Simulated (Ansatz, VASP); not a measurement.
N in VASP and in Ansatz

```
CELL_PARAMETERS angstrom
4.08406 0.00000 0.00000
0.00000 4.08406 0.00000
0.00000 0.00000 5.34591
ATOMIC_POSITIONS crystal
N 0.90428 0.90428 0.00000
N 0.59572 0.41428 0.50000
N 0.09573 0.09573 0.00000
N 0.40427 0.59572 0.50000
```

Alike in both runs: task single point; functional PBEsol; k mesh 4 × 4 × 3; no spin polarisation.

|  | VASP | Ansatz |
| --- | --- | --- |
| version | VASP 6.6.1 | Ansatz 0.2.0 |
| potentials or method | VASP PAW PBE potentials, release 64 (N), cutoff 520 eV | plane waves, PAW |
| occupations | methfessel-paxton of order 1, width 0.01 eV | cold, width 0.01 eV |
| valence electrons in the cell | 20 | 20 |

Ansatz gave:

| Quantity | Value |
| --- | --- |
| rms of the force components (eV/Å) | 1.450 |

Q: Which values does VASP return?

A: rms of the force components (eV/Å): 2.450.

VASP's potentials were made for PBE, not for PBEsol. Atom by atom the forces differ by 1.240 eV/Å (rms over components).

Noted on VASP's run: the standard files for N, O and F lose accuracy on very short bonds.
